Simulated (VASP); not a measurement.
# CO2 (I-42d) in VASP: single point with PBE

Aim: the single point of CO2 with PBE.

All numbers are computed with VASP 6.6.1; they aren't measurements. Logs are shortened: lines on timing, memory, paths and dates and some standing lists are left out, and cuts for length are marked.

## (1) The cell of the first run

Symmetry: I-42d, No. 122, tetragonal system. The conventional cell has a = 4.016 Å, b = 4.016 Å, c = 6.005 Å, α = 90.00°, β = 90.00°, γ = 90.00°. Within 1.9 Å of C (site symmetry -4) lie 4 O at 1.41 Å. Within 1.9 Å of O (site symmetry 2) lie 2 C at 1.41 Å.

## (2) Single point, PBE (8.07 Å³/atom)

Contents of INCAR:

```
PREC = Accurate
ENCUT = 1340
EDIFF = 1E-6
ISMEAR = 0
SIGMA = 0.02
LREAL = False
LASPH = True
NELM = 120
ALGO = Normal
ISIF = 2
LWAVE = False
LCHARG = False
GGA = PE
NBANDS = 25
GGA_COMPAT = False
```

Contents of KPOINTS:

```
regular mesh
0
Gamma
  8 8 8
```

Contents of POSCAR:

```
CO2
1.0
   -2.0081998743      2.0081998743      3.0025771623
    2.0081998743     -2.0081998743      3.0025771623
    2.0081998743      2.0081998743     -3.0025771623
C O
2 4
Direct
    0.0000000000      0.0000000000      0.0000000000
    0.7500000000      0.2500000000      0.5000000000
    0.3750000000      0.2843320294      0.4093320294
    0.7156679706      0.1250000000      0.0906679706
    0.8750000000      0.9656679706      0.5906679706
    0.0343320294      0.6250000000      0.9093320294
```

Potentials or basis: VASP PAW PBE potentials, release 64 (C_h, O_h).

Run with:

```
$ cat potpaw_PBE.64/C_h/POTCAR potpaw_PBE.64/O_h/POTCAR > POTCAR
$ mpirun -np 1 vasp_std > vasp.out
```

OUTCAR:

```text
PREC = Accurate
   ENCUT = 1340
   EDIFF = 1E-6
   ISMEAR = 0
   LREAL = False
   LASPH = True
   NELM = 120
   ISIF = 2
   GGA = PE

 ion  position               nearest neighbor table
   1  0.000  0.000  0.000-   3 1.41   4 1.41   5 1.41   6 1.41
   2  0.750  0.250  0.500-   3 1.41   4 1.41   5 1.41   6 1.41
   3  0.375  0.284  0.409-   1 1.41   2 1.41
   4  0.716  0.125  0.091-   1 1.41   2 1.41
   5  0.875  0.966  0.591-   1 1.41   2 1.41
   6  0.034  0.625  0.909-   1 1.41   2 1.41

  LATTYP: Found a body centered tetragonal cell.
 ALAT       =     4.0163997486
 C/A-ratio  =     1.4951585252

  Lattice vectors:

 A1 = (  -2.0081998743,   2.0081998743,   3.0025771623)
 A2 = (   2.0081998743,  -2.0081998743,   3.0025771623)
 A3 = (   2.0081998743,   2.0081998743,  -3.0025771623)

Analysis of symmetry for initial positions (statically):
=====================================================================
 Subroutine PRICEL returns:
 Original cell was already a primitive cell.

 Routine SETGRP: Setting up the symmetry group for a
 body centered tetragonal supercell.

 Subroutine GETGRP returns: Found  8 space group operations
 (whereof  4 operations were pure point group operations)
 out of a pool of 16 trial point group operations.

The static configuration has the point symmetry S_4 .
 The point group associated with its full space group is D_2d.

Analysis of symmetry for dynamics (positions and initial velocities):
=====================================================================
 Subroutine PRICEL returns:
 Original cell was already a primitive cell.

 Routine SETGRP: Setting up the symmetry group for a
 body centered tetragonal supercell.

 Subroutine GETGRP returns: Found  8 space group operations
 (whereof  4 operations were pure point group operations)
 out of a pool of 16 trial point group operations.

The dynamic configuration has the point symmetry S_4 .
 The point group associated with its full space group is D_2d.

 Subroutine INISYM returns: Found  8 space group operations
 (whereof  4 operations are pure point group operations),
 and found     1 'primitive' translations

----------------------------------------------------------------------------------------

                                     Primitive cell

  volume of cell :      48.4360

  direct lattice vectors                    reciprocal lattice vectors
    -2.008199874  2.008199874  3.002577162     0.000000000  0.248979201  0.166523614
     2.008199874 -2.008199874  3.002577162     0.248979201  0.000000000  0.166523614
     2.008199874  2.008199874 -3.002577162     0.248979201  0.248979201  0.000000000

  length of vectors
     4.132941215  4.132941215  4.132941215     0.299534233  0.299534233  0.352109763

  position of ions in fractional coordinates (direct lattice)
     0.000000000  0.000000000  0.000000000
     0.750000000  0.250000000  0.500000000
     0.375000000  0.284332029  0.409332029
     0.715667971  0.125000000  0.090667971
     0.875000000  0.965667971  0.590667971
     0.034332029  0.625000000  0.909332029

  ion indices of the primitive-cell ions
   primitive index   ion index
                 1           1
                 2           2
                 3           3
                 4           4
                 5           5
                 6           6

----------------------------------------------------------------------------------------

 KPOINTS: regular mesh

Automatic generation of k-mesh.
 Grid dimensions read from file:
 generate k-points for:    8    8    8

 Generating k-lattice:

  Cartesian coordinates                     Fractional coordinates (reciprocal lattice)
     0.000000000  0.031122400  0.020815452     0.125000000  0.000000000  0.000000000
     0.031122400  0.000000000  0.020815452     0.000000000  0.125000000  0.000000000
     0.031122400  0.031122400  0.000000000     0.000000000  0.000000000  0.125000000

  Length of vectors
     0.037441779  0.037441779  0.044013720

  Shift w.r.t. Gamma in fractional coordinates (k-lattice)
     0.000000000  0.000000000  0.000000000

 Subroutine IBZKPT returns following result:
 ===========================================

 Found     59 irreducible k-points:

 Following reciprocal coordinates:
            Coordinates               Weight
  0.000000  0.000000  0.000000      1.000000
  0.125000  0.000000  0.000000      8.000000
  0.250000  0.000000  0.000000      8.000000
  0.375000  0.000000  0.000000      8.000000
  0.500000  0.000000  0.000000      4.000000
  0.125000  0.125000  0.000000      8.000000
[... 16 lines left out ...]
  0.250000  0.125000  0.125000     16.000000
  0.375000  0.125000  0.125000      8.000000
 [... further k-points ...]
   k-points           NKPTS =     59   k-points in BZ     NKDIM =     59   number of bands    NBANDS=     25
   number of dos      NEDOS =    301   number of ions     NIONS =      6
   total plane-waves  NPLWV = 125000
   dimension x,y,z NGX =    50 NGY =   50 NGZ =   50
   dimension x,y,z NGXF=   100 NGYF=  100 NGZF=  100
   ions per type =               2   4
   NGX,Y,Z   is equivalent  to a cutoff of  20.11, 20.11, 20.11 a.u.
   NGXF,Y,Z  is equivalent  to a cutoff of  40.22, 40.22, 40.22 a.u.
 SYSTEM =  unknown system
   PREC   = accura    normal or accurate (medium, high low for compatibility)
   ISTART =      0    job   : 0-new  1-cont  2-samecut
   ICHARG =      2    charge: 1-file 2-atom 10-const
   ISPIN  =      1    spin polarized calculation?
   LNONCOLLINEAR =      F non collinear calculations
   LSORBIT =      F    spin-orbit coupling
   LASPH  =      T    aspherical Exc in radial PAW
   ENCUT  = 1340.0 eV  98.49 Ry    9.92 a.u.  12.34 12.34 12.34*2*pi/ulx,y,z
   NELM   =    120;   NELMIN=  2; NELMDL= -5     # of ELM steps
   EDIFF  = 0.1E-05   stopping-criterion for ELM
   LREAL  =      F    real-space projection
   EDIFFG = 0.1E-04   stopping-criterion for IOM
   NSW    =      0    number of steps for IOM
   IBRION =     -1    ionic relax: 0-MD 1-quasi-New 2-CG
   NFREE  =      0    steps in history (QN), initial steepest desc. (CG)
   ISIF   =      2    stress and relaxation
   ISYM   =      2    0-nonsym 1-usesym 2-fastsym
   POTIM  = 0.5000    time-step for ionic-motion
   TEBEG  =    0.0;   TEEND  =   0.0 temperature during run
   PSTRESS=    0.0 pullay stress
   NELECT =      32.0000    total number of electrons
   NUPDOWN=      -1.0000    fix difference up-down
   EMIN   =  10.00;   EMAX   =-10.00  energy-range for DOS
   EFERMI =   0.00;   METHOD = LEGACY
   ISMEAR =     0;   SIGMA  =   0.02  broadening in eV -4-tet -1-fermi 0-gaus
   EFERMI_NEDOS =   21; number of points for ismear=-14 and -15
   IALGO  =     38    algorithm
   IMIX   =      4    mixing-type and parameters
     AMIX     =   0.40;   BMIX     =  1.00
     AMIX_MAG =   1.60;   BMIX_MAG =  1.00
  volume/ion in A,a.u.               =       8.07        54.48
  Fermi-wavevector in a.u.,A,eV,Ry     =   1.425833  2.694435 27.660660  2.033001
  Thomas-Fermi vector in A             =   2.546175
   LORBIT       =      0    0 simple, 1 ext, 2 COOP (PROOUT), +10 PAW based schemes
   GGA     = PE    functional components
   LHFCALC =     F    Hartree Fock is set to
   AEXX    =    0.0000 exact exchange contribution
   IVDW    =     0    specifies the selected vdW correction
   LEPSILON=     F    determine dielectric tensor
   LRPA    =     F    only Hartree local field effects (RPA)
 non-spin polarized calculation
 Gauss-broadening in eV      SIGMA  =   0.02
  energy-cutoff  :     1340.00
  volume of cell :       48.44
 maximum number of plane-waves:      5417
 NGX is ok and might be reduce to    50
   NGX = 25   NGY = 25   NGZ = 25

 number of electron      32.0000004 magnetization

 Free energy of the ion-electron system (eV)
  ---------------------------------------------------
  ext. energy  EPLUGINS =         0.00000000
  ---------------------------------------------------
  free energy    TOTEN  =       -43.68628291 eV

  energy without entropy =      -43.68628291  energy(sigma->0) =      -43.68628291

 E-fermi :   2.8973     XC(G=0): -10.9116

 val. band max:        2.7328312249   @ k =   0.5000   0.5000   0.5000
 cond. band min:      10.3579343043   @ k =   0.0000   0.0000   0.0000
 fundamental gap:      7.6251030794
 Fermi energy:         2.8973430776

 k-point     1 :       0.0000    0.0000    0.0000
  band No.  band energies     occupation
      1     -21.0079      2.00000
      2     -16.0847      2.00000
      3     -16.0847      2.00000
      4     -15.4150      2.00000
      5     -11.7981      2.00000
      6      -6.7822      2.00000
[... 17 lines left out ...]
     24      17.7859      0.00000
     25      17.7859      0.00000

 k-point     2 :       0.1250    0.0000    0.0000
  band No.  band energies     occupation
      1     -20.9111      2.00000
      2     -16.3111      2.00000
      3     -16.1079      2.00000
      4     -15.5469      2.00000
      5     -11.4734      2.00000
      6      -6.7688      2.00000
[... 17 lines left out ...]
     24      17.6760      0.00000
     25      17.8801      0.00000

 k-point     3 :       0.2500    0.0000    0.0000
  band No.  band energies     occupation
      1     -20.6390      2.00000
      2     -16.9548      2.00000
      3     -16.1566      2.00000
      4     -15.6925      2.00000
      5     -10.8043      2.00000
      6      -6.7622      2.00000
[... 17 lines left out ...]
     24      17.3224      0.00000
     25      17.8105      0.00000

 k-point     4 :       0.3750    0.0000    0.0000
  band No.  band energies     occupation
      1     -20.2729      2.00000
      2     -17.6615      2.00000
      3     -16.1961      2.00000
      4     -15.7802      2.00000
      5     -10.2300      2.00000
      6      -6.7446      2.00000
[... 17 lines left out ...]
     24      17.0192      0.00000
     25      17.4901      0.00000

 k-point     5 :       0.5000    0.0000    0.0000
  band No.  band energies     occupation
      1     -20.0636      2.00000
      2     -17.9993      2.00000
      3     -16.2097      2.00000
      4     -15.8134      2.00000
      5     -10.0127      2.00000
      6      -6.7258      2.00000
[... 17 lines left out ...]
     24      16.8196      0.00000
     25      17.5268      0.00000

 k-point     6 :       0.1250    0.1250    0.0000
  band No.  band energies     occupation
      1     -20.7543      2.00000
      2     -16.6409      2.00000
      3     -16.1475      2.00000
      4     -15.7235      2.00000
      5     -11.0027      2.00000
      6      -6.8470      2.00000
[... 17 lines left out ...]
     24      17.5618      0.00000
     25      17.7949      0.00000
[... 393 lines left out ...]
 k-point    21 :       0.5000    0.5000    0.0000
  band No.  band energies     occupation
      1     -19.1001      2.00000
      2     -19.1001      2.00000
      3     -16.1000      2.00000
      4     -16.1000      2.00000
      5      -8.6994      2.00000
      6      -8.6994      2.00000
[... 17 lines left out ...]
     24      17.2523      0.00000
     25      17.5752      0.00000

 k-point    22 :       0.1250    0.1250    0.1250
  band No.  band energies     occupation
      1     -20.3925      2.00000
      2     -17.4269      2.00000
      3     -16.1920      2.00000
      4     -15.7529      2.00000
      5     -10.3585      2.00000
      6      -7.3074      2.00000
[... 17 lines left out ...]
     24      17.2830      0.00000
     25      18.0841      0.00000

 k-point    23 :       0.2500    0.1250    0.1250
  band No.  band energies     occupation
      1     -20.0229      2.00000
      2     -18.0079      2.00000
      3     -16.2308      2.00000
      4     -15.8606      2.00000
      5      -9.8079      2.00000
      6      -7.4307      2.00000
[... 17 lines left out ...]
     24      17.1115      0.00000
     25      17.5672      0.00000

 k-point    24 :       0.3750    0.1250    0.1250
  band No.  band energies     occupation
      1     -19.7970      2.00000
      2     -18.3173      2.00000
      3     -16.2427      2.00000
      4     -15.9055      2.00000
      5      -9.5647      2.00000
      6      -7.4730      2.00000
[... 17 lines left out ...]
     24      16.8828      0.00000
     25      17.5835      0.00000

 [... further k-points ...]
[... 5 lines left out ...]
  --------------------------------------------------------------------------------------
  -------------------------------------------------------------------------------------
  Total       -1.2741472     -1.2741472     -1.2897873      0.0000000      0.0000000      0.0000000
  in kB      -42.1465611    -42.1465611    -42.6639085      0.0000000      0.0000000      0.0000000
  external PRESSURE =     -42.3190102 kB  Pullay stress =       0.0000000 kB

 VOLUME and BASIS-vectors are now :
 -----------------------------------------------------------------------------
  energy-cutoff  :     1340.00
  volume of cell :       48.44
      direct lattice vectors                 reciprocal lattice vectors
    -2.008199874  2.008199874  3.002577162     0.000000000  0.248979201  0.166523614
     2.008199874 -2.008199874  3.002577162     0.248979201  0.000000000  0.166523614
     2.008199874  2.008199874 -3.002577162     0.248979201  0.248979201  0.000000000

 POSITION                                       TOTAL-FORCE (eV/Angst)
 -----------------------------------------------------------------------------------
      0.00000      0.00000      0.00000         0.000000     -0.000000      0.000000
      0.00000      2.00820      1.50129         0.000000     -0.000000      0.000000
      0.63994      1.00410      0.75064         0.001759     -0.000000     -0.000000
     -1.00410      1.36826      2.25193         0.000000     -0.001759     -0.000000
      1.36826      1.00410      3.75322        -0.001759     -0.000000     -0.000000
      3.01230      0.63994     -0.75064         0.000000      0.001759     -0.000000
 -----------------------------------------------------------------------------------
    total drift:                                0.000000      0.000000      0.000000

  FREE ENERGIE OF THE ION-ELECTRON SYSTEM (eV)
  ---------------------------------------------------
  free  energy   TOTEN  =       -43.6862829071 eV

  energy  without entropy=      -43.6862829071  energy(sigma->0) =      -43.68628291
```

Run time: 4.8 min. Hardware: 1 thread of Intel Xeon Platinum 8259CL at 2.50GHz (Skylake/Cascade Lake), shared host; peak memory 0.47 GiB.

Results:

- Free energy: -43.6863 eV
- Pressure: -4.2 GPa
- Band gap on the k mesh: 7.63 eV (least direct gap 8.05 eV)

Caveat: the cell stands under tension. A k mesh can miss the band edges.
